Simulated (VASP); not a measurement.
# B4AsRu: single point with PBE

The system is B4AsRu.

```
B As Ru
1.0
     0.00000    3.04992    3.04992
     3.04992    0.00000    3.04992
     3.04992    3.04992    0.00000
B As Ru
4 1 1
Direct
  0.35851 0.35851 0.35851
  0.92447 0.35851 0.35851
  0.35851 0.35851 0.92447
  0.35851 0.92447 0.35851
  0.00000 0.00000 0.00000
  0.75000 0.75000 0.75000
```

The cell was built from a structure type or drawn by symmetry, and may not be a known phase.

```yaml
Program: VASP 6.6.1
Task: single point
Functional: PBE
Potentials_or_basis: VASP PAW PBE potentials, release 64 (B, As, Ru_pv)
Cutoff: 520 eV
k_mesh: 10 × 10 × 10
Occupations: gaussian, width 0.1 eV
Spin: no spin polarisation
```

```
Pressure               : 0.2 GPa
Band gap on the k mesh : zero (an odd number of electrons rules out a gap without spin polarisation)
```

Levels at points of the mesh, in eV from the Fermi level:
| k point | band 13 | band 14 | band 15 | band 16 | band 17 | band 18 |
| --- | --- | --- | --- | --- | --- | --- |
| (0.00, 0.00, 0.00) | -4.76 | -4.76 | 1.17 | 1.17 | 1.17 | 1.40 |
| (0.50, 0.00, 0.00) | -3.64 | -0.55 | -0.15 | -0.15 | 0.54 | 1.58 |
| (0.50, 0.50, 0.00) | -2.95 | -1.08 | -0.08 | 1.22 | 1.22 | 2.07 |

Wall time 110 s on 1 thread of Intel Xeon 8259CL (shared host), peak memory 0.22 GiB.
